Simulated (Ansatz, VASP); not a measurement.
# Two plane-wave programs on GaAs

File INCAR:

```
SYSTEM = GaAs
PREC     = Accurate       ! precision mode
ENCUT    = 520            ! plane-wave cutoff, eV
EDIFF    = 1E-7           ! SCF threshold, eV
ISMEAR   = 0              ! smearing method
SIGMA    = 0.02           ! smearing width, eV
LREAL    = .False.        ! projectors in reciprocal space
LASPH    = .True.         ! aspherical terms in the spheres
NELM     = 60             ! most SCF steps
ALGO     = Normal         ! electronic algorithm
ISIF     = 2              ! what is computed and relaxed
LWAVE    = .False.        ! write WAVECAR
LCHARG   = .True.         ! write CHGCAR
GGA      = CA             ! functional
LELF     = .True.         ! ELF
LVHAR    = .True.       
NBANDS   = 16             ! bands
```

The input KPOINTS:

```
regular mesh
0
Gamma
  12 12 12
  0 0 0
```

The input POSCAR:

```
GaAs
1.0
    0.0000000000      2.8291375187      2.8291375187
    2.8291375187      0.0000000000      2.8291375187
    2.8291375187      2.8291375187      0.0000000000
Ga As
1 1
Direct
    0.0000000000      0.0000000000      0.0000000000
    0.2500000000      0.2500000000      0.2500000000
```

Input for Ansatz:

```yaml
crystal:
  lattice:
    - [0.0, 2.8291375187, 2.8291375187]
    - [2.8291375187, 0.0, 2.8291375187]
    - [2.8291375187, 2.8291375187, 0.0]
  atoms:
    - { symbol: Ga, position: [0.0, 0.0, 0.0] }
    - { symbol: As, position: [0.25, 0.25, 0.25] }
basis:
  ecutwfc: 420
kpoints:
  mp_grid: { grid: [12, 12, 12] }
  band_path:
    path:
      - [0.0, 0.0, 0.0]
      - [-0.5, -0.5, 0.0]
      - [-0.375, -0.375, 0.25]
      - [-0.375, 0.0, 0.375]
      - [0.0, 0.0, 0.5]
      - [-0.5, -0.25, 0.25]
    npoints: 1
hamiltonian:
  xc: lda
scf:
  occupations: { method: gaussian, width: 0.02 }
  n_extra_bands: 4
output:
  forces: true
  stress: true
  eigenvalues: true
```

Alike in both runs: task single point; functional LDA; k mesh 12 × 12 × 12; occupations gaussian, width 0.02 eV; no spin polarisation.

|  | VASP | Ansatz |
| --- | --- | --- |
| version | VASP 6.6.1 | Ansatz 0.2.0 |
| potentials or method | VASP PAW LDA potentials, release 64 (Ga_d, As), cutoff 520 eV | scalar-relativistic, plane waves, PAW |
| valence electrons in the cell | 18 | 28 |

Ansatz gave:

| Property | Result |
| --- | --- |
| gap on the k mesh at the Fermi level (eV) | 0.27 |
| least direct gap on the mesh (eV) | 0.27 |
| pressure (GPa) | -2.0 |

Which values does VASP return?

gap on the k mesh at the Fermi level (eV): 0.31; least direct gap on the mesh (eV): 0.31; pressure (GPa): -1.8.

LDA's correlation is that of Perdew and Zunger in VASP and of Perdew and Wang (1992) in Ansatz. VASP's potentials hold 18 valence electrons a cell and Ansatz's 28, so a difference there can come from the potentials and not from the codes.
